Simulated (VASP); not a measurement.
# SbSe2: single point with PBE

SbSe2:

```
Sb Se
1.0
     0.00000    3.57036    3.57036
     3.57036    0.00000    3.57036
     3.57036    3.57036    0.00000
Sb Se
1 2
Cartesian
  0.0000 0.0000 0.0000
  1.7852 1.7852 1.7852
  5.3555 5.3555 5.3555
```

```yaml
Program: VASP 6.6.1
Task: single point
Functional: PBE
Potentials_or_basis: VASP PAW PBE potentials, release 64 (Sb, Se)
Cutoff: 520 eV
k_mesh: 4 × 4 × 4
Occupations: gaussian, width 0.1 eV
Spin: no spin polarisation
Dipole_correction: no
Further_INCAR_settings: ALGO = Normal; EDIFF = 1e-07; NBANDS = 16
```

```yaml
Pressure: -4.5 GPa
```

Levels at points of the mesh, in eV from the Fermi level:
| k point | band 4 | band 5 | band 6 | band 7 | band 8 | band 9 | band 10 | band 11 | band 12 | band 13 |
| --- | --- | --- | --- | --- | --- | --- | --- | --- | --- | --- |
| (0.00, 0.00, 0.00) | -2.33 | -2.33 | -2.33 | -1.76 | -1.76 | -1.76 | 1.51 | 1.51 | 1.51 | 5.95 |
| (0.50, 0.00, 0.00) | -3.00 | -3.00 | -2.70 | -1.63 | -1.63 | 0.15 | 2.71 | 2.71 | 3.31 | 6.82 |
| (0.50, 0.50, 0.00) | -4.13 | -4.13 | -1.72 | 0.20 | 0.20 | 0.66 | 0.83 | 3.46 | 3.46 | 6.04 |

It took 9 s on 1 thread of Intel(R) Xeon(R) 6975P-C (Granite Rapids) (shared host), peak memory 0.23 GiB.

Caveat: the k points lie up to 0.38 Å⁻¹ apart; spin-orbit coupling is left out, which moves the levels of the heavy elements.
